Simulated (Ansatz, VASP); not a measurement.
**AgRh4: VASP beside Ansatz**

```
CELL_PARAMETERS angstrom
4.55168 0.00000 0.00000
0.00000 4.55168 0.00000
0.00000 0.00000 4.55168
ATOMIC_POSITIONS crystal
Ag 0.00000 0.00000 0.00000
Rh 0.30643 0.69357 0.69357
Rh 0.69357 0.30643 0.69357
Rh 0.69357 0.69357 0.30643
Rh 0.30643 0.30643 0.30643
```

Change from the starting cell: species swapped into the SnI4 type (P-43m, No. 215).

Alike in both runs: task single point; functional PBE; k mesh 4 × 4 × 4; occupations gaussian, width 0.1 eV; collinear spin.

```csv
,VASP,Ansatz
version,VASP 6.6.1,Ansatz 0.2.0
potentials or method,"VASP PAW PBE potentials, release 64 (Ag, Rh_pv), cutoff 520 eV","scalar-relativistic, plane waves, PAW"
valence electrons in the cell,71,87
```

Ansatz gave:

* gap on the k mesh at the Fermi level (eV): none
* pressure (GPa): 0.6
* rms of the force components (eV/Å): 0.003
* net moment per atom (μB): 0.42
* size of the moment on the site where the two differ most (μB): 0.46

Task: What did VASP give for the same quantities?

Result: gap on the k mesh at the Fermi level (eV): none; pressure (GPa): 0.6; rms of the force components (eV/Å): 0.012; net moment per atom (μB): 0.42; size of the moment on the site where the two differ most (μB): 0.50.

Site moments also hang on the region over which each program counts them. Atom by atom the forces differ by 0.015 eV/Å (rms over components). A gap of «none» marks a metal or a gap that the smearing closes. The functional is the same, so the differences come from potentials, cutoffs and numerics. VASP's potentials hold 71 valence electrons a cell and Ansatz's 87, so a difference there can come from the potentials and not from the codes.
